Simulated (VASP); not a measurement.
Crystal: Fe.

```
CELL_PARAMETERS angstrom
0.00000 1.94174 1.96511
1.49844 0.00000 1.96511
1.49844 1.94174 0.00000
ATOMIC_POSITIONS crystal
Fe 0.00000 0.00000 0.00000
```

| Quantity | Value |
| --- | --- |
| Program | VASP 6.6.1 |
| Task | relaxation of cell and atoms |
| Functional | revPBE |
| Potentials or basis | VASP PAW PBE potentials, release 64 (Fe) |
| Cutoff | 600 eV |
| k mesh | 13 × 13 × 13 |
| Occupations | fermi-dirac, width 0.05 eV |
| Spin | collinear spin, ferromagnetic start |
| Starting moments | [3.0] μB |

At the start: pressure 3.5 GPa; volume 11.44 Å³/atom.

Task: Where does the relaxation end?

Result: Over 10 steps the energy falls by 17.8 meV/atom and the volume is 11.58 Å³/atom (+1.3 %); space group I4/mmm (No. 139, to 0.1 Å) before, Im-3m (No. 229, to 0.1 Å); moment 2.20 μB per cell.

The path:
```
step  energy change (eV)  largest force (eV/Å)  pressure (GPa)  volume (Å³)
   1              0.0000                0.0000            3.49        11.44
   2             -0.0085                0.0000           -2.24        11.85
   3             -0.0085                0.0000           -2.13        11.84
   4             -0.0145                0.0000           -1.58        11.74
   5             -0.0175                0.0000           -0.66        11.63
   6             -0.0177                0.0000           -0.21        11.60
   7             -0.0177                0.0000           -0.31        11.60
   8             -0.0178                0.0000            0.26        11.56
   9             -0.0178                0.0000            0.10        11.57
  10             -0.0178                0.0000           -0.03        11.58
```

Final structure:
```
Fe
1.0
     0.00000    2.01513    2.01522
     1.42569    0.00000    2.01522
     1.42569    2.01513    0.00000
Fe
1
Direct
  0.00000 0.00000 0.00000
```

Caveat: the PAW data sets were made with another functional, which shifts forces and pressure a little.
